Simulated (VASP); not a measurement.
# Sn3TeS2 (I4/mmm) in VASP: further runs

The runs below take Sn3TeS2 through single point, relaxation of cell and atoms, with PBE.

Program: VASP 6.6.1. These are calculated values, not measurements. Logs are shortened: lines on timing, memory, paths and dates and some standing lists are left out, and cuts for length are marked.

## 1. The cell of the first run

The structure is tetragonal, space group I4/mmm (No. 139). The conventional cell has a = 4.296 Å, b = 4.296 Å, c = 18.008 Å, α = 90.00°, β = 90.00°, γ = 90.00°. Within 3.8 Å of Sn (site symmetry 4mm) lie 5 S at 2.85 to 3.04 Å and 1 Te at 3.17 Å. Within 3.9 Å of Sn (site symmetry 4/mmm) lie 2 S at 2.99 Å and 4 Te at 3.04 Å. Within 4.0 Å of Te (site symmetry 4/mmm) lie 6 Sn at 3.04 to 3.17 Å. Within 3.8 Å of S (site symmetry 4mm) lie 6 Sn at 2.85 to 3.04 Å.

## 2. Single point, PBE

File INCAR:

```
SYSTEM = Sn3TeS2
ALGO = Normal
EDIFF = 1E-6
ENCUT = 520
GGA = PE
ISIF = 2
ISMEAR = 0
LASPH = .True.
LCHARG = .True.
LELF = .True.
LREAL = .False.
LVHAR = .True.
LWAVE = .False.
NBANDS = 39
NELM = 60
PREC = Accurate
SIGMA = 0.15
```

File KPOINTS:

```
k-points
0
Gamma
  4 4 4
  0 0 0
```

File POSCAR:

```
Sn3TeS2
1.0
   -2.1479102183      2.1479102183      9.0038188270
    2.1479102183     -2.1479102183      9.0038188270
    2.1479102183      2.1479102183     -9.0038188270
Sn Te S
3 1 2
Direct
    0.1759354383      0.1759354383      0.0000000000
    0.8240645617      0.8240645617      0.0000000000
    0.5000000000      0.5000000000      0.0000000000
    0.0000000000      0.0000000000      0.0000000000
    0.3341902796      0.3341902796      0.0000000000
    0.6658097204      0.6658097204      0.0000000000
```

Potentials or basis: VASP PAW PBE potentials, release 64 (Sn_d, Te, S).

Run with:

```
cat potpaw_PBE.64/Sn_d/POTCAR potpaw_PBE.64/Te/POTCAR potpaw_PBE.64/S/POTCAR > POTCAR
mpirun -np 1 vasp_std > vasp.out
```

OUTCAR:

```text
SYSTEM = Sn3TeS2
   EDIFF = 1E-6
   ENCUT = 520
   GGA = PE
   ISIF = 2
   ISMEAR = 0
   LASPH = .True.
   LREAL = .False.
   NELM = 60
   PREC = Accurate

 ion  position               nearest neighbor table
   1  0.176  0.176  0.000-   5 2.85   6 3.04   6 3.04   6 3.04   6 3.04   4 3.17
   2  0.824  0.824  0.000-   6 2.85   5 3.04   5 3.04   5 3.04   5 3.04   4 3.17
   3  0.500  0.500  0.000-   5 2.99   6 2.99   4 3.04   4 3.04   4 3.04   4 3.04
   4  0.000  0.000  0.000-   3 3.04   3 3.04   3 3.04   3 3.04   2 3.17   1 3.17
   5  0.334  0.334  0.000-   1 2.85   3 2.99   2 3.04   2 3.04   2 3.04   2 3.04
   6  0.666  0.666  0.000-   2 2.85   3 2.99   1 3.04   1 3.04   1 3.04   1 3.04

  LATTYP: Found a body centered tetragonal cell.
 ALAT       =     4.2958204366
 C/A-ratio  =     4.1918971986

  Lattice vectors:

 A1 = (  -2.1479102183,   2.1479102183,   9.0038188270)
 A2 = (   2.1479102183,  -2.1479102183,   9.0038188270)
 A3 = (   2.1479102183,   2.1479102183,  -9.0038188270)

Analysis of symmetry for initial positions (statically):
=====================================================================
 Subroutine PRICEL returns:
 Original cell was already a primitive cell.

 Routine SETGRP: Setting up the symmetry group for a
 body centered tetragonal supercell.

 Subroutine GETGRP returns: Found 16 space group operations
 (whereof 16 operations were pure point group operations)
 out of a pool of 16 trial point group operations.

The static configuration has the point symmetry D_4h.

Analysis of symmetry for dynamics (positions and initial velocities):
=====================================================================
 Subroutine PRICEL returns:
 Original cell was already a primitive cell.

 Routine SETGRP: Setting up the symmetry group for a
 body centered tetragonal supercell.

 Subroutine GETGRP returns: Found 16 space group operations
 (whereof 16 operations were pure point group operations)
 out of a pool of 16 trial point group operations.

The dynamic configuration has the point symmetry D_4h.

 Subroutine INISYM returns: Found 16 space group operations
 (whereof 16 operations are pure point group operations),
 and found     1 'primitive' translations

----------------------------------------------------------------------------------------

                                     Primitive cell

  volume of cell :     166.1571

  direct lattice vectors                    reciprocal lattice vectors
    -2.147910218  2.147910218  9.003818827     0.000000000  0.232784404  0.055531993
     2.147910218 -2.147910218  9.003818827     0.232784404  0.000000000  0.055531993
     2.147910218  2.147910218 -9.003818827     0.232784404  0.232784404  0.000000000

  length of vectors
     9.502409699  9.502409699  9.502409699     0.239316487  0.239316487  0.329206861

  position of ions in fractional coordinates (direct lattice)
     0.175935438  0.175935438  0.000000000
     0.824064562  0.824064562  0.000000000
     0.500000000  0.500000000  0.000000000
     0.000000000  0.000000000  0.000000000
     0.334190280  0.334190280  0.000000000
     0.665809720  0.665809720  0.000000000

  ion indices of the primitive-cell ions
   primitive index   ion index
                 1           1
                 2           2
                 3           3
                 4           4
                 5           5
                 6           6

----------------------------------------------------------------------------------------

 KPOINTS: k-points

Automatic generation of k-mesh.
 Grid dimensions read from file:
 generate k-points for:    4    4    4

 Generating k-lattice:

  Cartesian coordinates                     Fractional coordinates (reciprocal lattice)
     0.000000000  0.058196101  0.013882998     0.250000000 -0.000000000  0.000000000
     0.058196101  0.000000000  0.013882998    -0.000000000  0.250000000  0.000000000
     0.058196101  0.058196101  0.000000000     0.000000000  0.000000000  0.250000000

  Length of vectors
     0.059829122  0.059829122  0.082301715

  Shift w.r.t. Gamma in fractional coordinates (k-lattice)
     0.000000000  0.000000000  0.000000000

 Subroutine IBZKPT returns following result:
 ===========================================

 Found     13 irreducible k-points:

 Following reciprocal coordinates:
            Coordinates               Weight
  0.000000  0.000000  0.000000      1.000000
  0.250000 -0.000000  0.000000      8.000000
  0.500000 -0.000000  0.000000      4.000000
  0.250000  0.250000  0.000000      8.000000
  0.500000  0.250000  0.000000     16.000000
 -0.250000  0.250000  0.000000      4.000000
  0.500000  0.500000  0.000000      2.000000
  0.250000  0.250000  0.250000      2.000000
 -0.250000  0.250000  0.250000      4.000000
  0.500000  0.500000  0.250000      4.000000
 -0.250000  0.500000  0.250000      8.000000
 -0.250000 -0.250000  0.250000      2.000000
  0.500000  0.500000  0.500000      1.000000
   k-points           NKPTS =     13   k-points in BZ     NKDIM =     13   number of bands    NBANDS=     39
   number of dos      NEDOS =    301   number of ions     NIONS =      6
   total plane-waves  NPLWV = 373248
   dimension x,y,z NGX =    72 NGY =   72 NGZ =   72
   dimension x,y,z NGXF=   144 NGYF=  144 NGZF=  144
   ions per type =               3   1   2
   NGX,Y,Z   is equivalent  to a cutoff of  12.60, 12.60, 12.60 a.u.
   NGXF,Y,Z  is equivalent  to a cutoff of  25.19, 25.19, 25.19 a.u.
 SYSTEM =  Sn3TeS2
   PREC   = accura    normal or accurate (medium, high low for compatibility)
   ISTART =      0    job   : 0-new  1-cont  2-samecut
   ICHARG =      2    charge: 1-file 2-atom 10-const
   ISPIN  =      1    spin polarized calculation?
   LNONCOLLINEAR =      F non collinear calculations
   LSORBIT =      F    spin-orbit coupling
   LASPH  =      T    aspherical Exc in radial PAW
   ENCUT  =  520.0 eV  38.22 Ry    6.18 a.u.  17.67 17.67 17.67*2*pi/ulx,y,z
   NELM   =     60;   NELMIN=  2; NELMDL= -5     # of ELM steps
   EDIFF  = 0.1E-05   stopping-criterion for ELM
   LREAL  =      F    real-space projection
   EDIFFG = 0.1E-04   stopping-criterion for IOM
   NSW    =      0    number of steps for IOM
   IBRION =     -1    ionic relax: 0-MD 1-quasi-New 2-CG
   NFREE  =      0    steps in history (QN), initial steepest desc. (CG)
   ISIF   =      2    stress and relaxation
   ISYM   =      2    0-nonsym 1-usesym 2-fastsym
   POTIM  = 0.5000    time-step for ionic-motion
   TEBEG  =    0.0;   TEEND  =   0.0 temperature during run
   PSTRESS=    0.0 pullay stress
   NELECT =      60.0000    total number of electrons
   NUPDOWN=      -1.0000    fix difference up-down
   EMIN   =  10.00;   EMAX   =-10.00  energy-range for DOS
   EFERMI =   0.00;   METHOD = LEGACY
   ISMEAR =     0;   SIGMA  =   0.15  broadening in eV -4-tet -1-fermi 0-gaus
   EFERMI_NEDOS =   21; number of points for ismear=-14 and -15
   IALGO  =     38    algorithm
   IMIX   =      4    mixing-type and parameters
     AMIX     =   0.40;   BMIX     =  1.00
     AMIX_MAG =   1.60;   BMIX_MAG =  1.00
  volume/ion in A,a.u.               =      27.69       186.88
  Fermi-wavevector in a.u.,A,eV,Ry     =   1.165786  2.203017 18.491100  1.359058
  Thomas-Fermi vector in A             =   2.302308
   LORBIT       =      0    0 simple, 1 ext, 2 COOP (PROOUT), +10 PAW based schemes
   GGA     = PE    functional components
   LHFCALC =     F    Hartree Fock is set to
   AEXX    =    0.0000 exact exchange contribution
   IVDW    =     0    specifies the selected vdW correction
   LEPSILON=     F    determine dielectric tensor
   LRPA    =     F    only Hartree local field effects (RPA)
 non-spin polarized calculation
 Gauss-broadening in eV      SIGMA  =   0.15
  energy-cutoff  :      520.00
  volume of cell :      166.16
 maximum number of plane-waves:      4512
 NGX is ok and might be reduce to    72
   NGX = 35   NGY = 35   NGZ = 35

 number of electron      60.0000001 magnetization

 Free energy of the ion-electron system (eV)
  ---------------------------------------------------
  ext. energy  EPLUGINS =         0.00000000
  ---------------------------------------------------
  free energy    TOTEN  =       -24.79315520 eV

  energy without entropy =      -24.78292964  energy(sigma->0) =      -24.78804242

 E-fermi :   6.3855     XC(G=0):  -9.5301

 val. band max:        6.3124134946   @ k =  -0.2500   0.2500   0.2500
 cond. band min:       6.4589065800   @ k =  -0.2500   0.2500   0.2500
 fundamental gap:      0.1464930855
 Fermi energy:         6.3854888303

 k-point     1 :       0.0000    0.0000    0.0000
  band No.  band energies     occupation
      1     -15.5272      2.00000
      2     -15.5207      2.00000
      3     -15.5176      2.00000
      4     -15.5124      2.00000
      5     -15.5067      2.00000
      6     -15.5066      2.00000
[... 31 lines left out ...]
     38      10.2374      0.00000
     39      10.8129      0.00000

 k-point     2 :       0.2500   -0.0000    0.0000
  band No.  band energies     occupation
      1     -15.5228      2.00000
      2     -15.5178      2.00000
      3     -15.5152      2.00000
      4     -15.5119      2.00000
      5     -15.5115      2.00000
      6     -15.5057      2.00000
[... 31 lines left out ...]
     38       9.7629      0.00000
     39      10.6104      0.00000

 k-point     3 :       0.5000   -0.0000    0.0000
  band No.  band energies     occupation
      1     -15.5175      2.00000
      2     -15.5175      2.00000
      3     -15.5168      2.00000
      4     -15.5166      2.00000
      5     -15.5040      2.00000
      6     -15.5040      2.00000
[... 370 lines left out ...]
 k-point    12 :      -0.2500   -0.2500    0.2500
  band No.  band energies     occupation
      1     -15.5272      2.00000
      2     -15.5206      2.00000
      3     -15.5184      2.00000
      4     -15.5124      2.00000
      5     -15.5065      2.00000
      6     -15.5065      2.00000
[... 31 lines left out ...]
     38      10.1869      0.00000
     39      11.3363      0.00000

 k-point    13 :       0.5000    0.5000    0.5000
  band No.  band energies     occupation
      1     -15.5272      2.00000
      2     -15.5206      2.00000
      3     -15.5192      2.00000
      4     -15.5124      2.00000
      5     -15.5064      2.00000
      6     -15.5064      2.00000
[... 31 lines left out ...]
     38      10.4632      0.00000
     39      11.0349      0.00000

------------------------ aborting loop because EDIFF is reached ----------------------------------------

  FORCE on cell =-STRESS in cart. coord.  units (eV):
  Direction    XX          YY          ZZ          XY          YZ          ZX
  --------------------------------------------------------------------------------------
  -------------------------------------------------------------------------------------
  Total       -0.2098418     -0.2098418     -0.2134987      0.0000000     -0.0000000      0.0000000
  in kB       -2.0234085     -2.0234085     -2.0586701      0.0000000     -0.0000000      0.0000000
  external PRESSURE =      -2.0351624 kB  Pullay stress =       0.0000000 kB

 VOLUME and BASIS-vectors are now :
 -----------------------------------------------------------------------------
  energy-cutoff  :      520.00
  volume of cell :      166.16
      direct lattice vectors                 reciprocal lattice vectors
    -2.147910218  2.147910218  9.003818827     0.000000000  0.232784404  0.055531993
     2.147910218 -2.147910218  9.003818827     0.232784404  0.000000000  0.055531993
     2.147910218  2.147910218 -9.003818827     0.232784404  0.232784404  0.000000000

 POSITION                                       TOTAL-FORCE (eV/Angst)
 -----------------------------------------------------------------------------------
      0.00000      0.00000      3.16818        -0.000000     -0.000000      0.037034
      0.00000      0.00000     14.83946         0.000000      0.000000     -0.037034
      0.00000      0.00000      9.00382         0.000000      0.000000      0.000000
      0.00000      0.00000      0.00000         0.000000      0.000000      0.000000
      0.00000      0.00000      6.01798        -0.000000     -0.000000     -0.029192
      0.00000      0.00000     11.98966        -0.000000     -0.000000      0.029192
 -----------------------------------------------------------------------------------
    total drift:                               -0.000000     -0.000000      0.000000

  FREE ENERGIE OF THE ION-ELECTRON SYSTEM (eV)
  ---------------------------------------------------
  free  energy   TOTEN  =       -24.7931551968 eV

  energy  without entropy=      -24.7829296381  energy(sigma->0) =      -24.78804242
```

It took 7.9 min on 1 thread of Intel Xeon 8259CL, shared host; peak memory 0.74 GiB.

Results:

```yaml
Free_energy: -24.7932 eV
Pressure: -0.2 GPa
Largest_force: 0.037 eV/Å
Band_gap_on_the_k_mesh: 0.15 eV
```

Forces on the atoms (eV/Å):
```
Sn   0.000  0.000  0.037
Sn   0.000  0.000 -0.037
Sn   0.000  0.000  0.000
Te   0.000  0.000  0.000
S    0.000  0.000 -0.029
S    0.000  0.000  0.029
```

Caveat: semilocal functionals underestimate gaps, and a narrow one can read as zero; spin-orbit coupling is left out, which moves the levels of the heavy elements. A k mesh can miss the band edges.

## 3. Relaxation of cell and atoms, PBE

This run uses another cell than the first one, of 26.29 Å³/atom.

File INCAR:

```
PREC = Accurate ; ENCUT = 600
EDIFF = 1E-6 ; ISMEAR = 0
SIGMA = 0.15 ; LREAL = F
LASPH = T ; NELM = 100
ALGO = Normal ; ISIF = 3
LWAVE = F ; LCHARG = F
GGA = PE ; IBRION = 2
NSW = 36 ; EDIFFG = -0.08
```

File KPOINTS:

```
regular mesh
0
Gamma
  4 4 4
```

File POSCAR:

```
Sn3TeS2
1.0
   -2.1050000000      2.1050000000      8.9000000000
    2.1050000000     -2.1050000000      8.9000000000
    2.1050000000      2.1050000000     -8.9000000000
Sn Te S
3 1 2
Direct
    0.1750000000      0.1750000000      0.0000000000
    0.8250000000      0.8250000000      0.0000000000
    0.5000000000      0.5000000000      0.0000000000
    0.0000000000      0.0000000000      0.0000000000
    0.3350000000      0.3350000000      0.0000000000
    0.6650000000      0.6650000000      0.0000000000
```

Potentials or basis: VASP PAW PBE potentials, release 64 (Sn_d, Te, S).

Run with:

```
cat potpaw_PBE.64/Sn_d/POTCAR potpaw_PBE.64/Te/POTCAR potpaw_PBE.64/S/POTCAR > POTCAR
mpirun -np 1 vasp_std > vasp.out
```

Run time: 23 min. Hardware: 1 thread of Intel Xeon 8259CL, shared host; peak memory 1 GiB.

The run converged. Its results:

```
Free energy                           : -24.7901 eV
Relaxed volume                        : 27.59 Å³/atom
Relaxed cell                          : a = 9.504 Å, b = 9.504 Å, c = 9.504 Å, α = 153.93°, β = 153.93°, γ = 37.20°
Space group after relaxing (to 0.1 Å) : I4/mmm (No. 139)
Energy gained by relaxing             : 10.2 meV/atom
Ionic steps                           : 3
Pressure after relaxing               : -0.1 GPa
Largest force after relaxing          : 0.079 eV/Å
Band gap on the k mesh                : 0.14 eV
```

Forces on the atoms (eV/Å):
```
Sn   0.000  0.000  0.079
Sn   0.000  0.000 -0.079
Sn   0.000  0.000  0.000
Te   0.000  0.000  0.000
S    0.000  0.000 -0.055
S    0.000  0.000  0.055
```

Stress tensor (GPa, compression positive):
```
 0.04  0.00  0.00
 0.00  0.04  0.00
 0.00  0.00 -0.27
```

Step by step:
| step | energy change (eV) | largest force (eV/Å) | pressure (GPa) | volume (Å³) |
| --- | --- | --- | --- | --- |
| 1 | 0.0000 | 0.0875 | 2.55 | 157.74 |
| 2 | -0.0578 | 0.0763 | -0.57 | 167.49 |
| 3 | -0.0614 | 0.0788 | -0.06 | 165.53 |

Final structure:
```
CELL_PARAMETERS angstrom
-2.14344 2.14344 9.00713
2.14344 -2.14344 9.00713
2.14344 2.14344 -9.00713
ATOMIC_POSITIONS crystal
Sn 0.17519 0.17519 0.00000
Sn 0.82481 0.82481 0.00000
Sn 0.50000 0.50000 0.00000
Te 0.00000 0.00000 0.00000
S 0.33497 0.33497 0.00000
S 0.66503 0.66503 0.00000
```

Levels at points of the mesh, in eV from the valence-band top:
```csv
k point,band 26,band 27,band 28,band 29,band 30,band 31,band 32,band 33,band 34,band 35
"(0.00, 0.00, 0.00)",-3.39,-3.33,-2.40,-2.31,-2.31,2.88,3.08,3.44,3.69,3.94
"(0.50, 0.00, 0.00)",-2.08,-1.72,-0.97,-0.62,-0.13,0.26,0.82,0.86,0.94,1.34
"(0.50, 0.50, 0.00)",-4.06,-3.80,-3.63,-2.13,-1.66,2.42,2.52,2.70,3.35,3.48
"(0.50, 0.50, 0.50)",-2.74,-2.72,-2.72,-1.37,-0.67,1.25,1.83,2.69,3.71,3.71
```

Caveat: semilocal functionals underestimate gaps, and a narrow one can read as zero; spin-orbit coupling is left out, which moves the levels of the heavy elements; the relaxation stopped at a loose force limit of 0.08 eV/Å, so its end isn't a converged minimum.
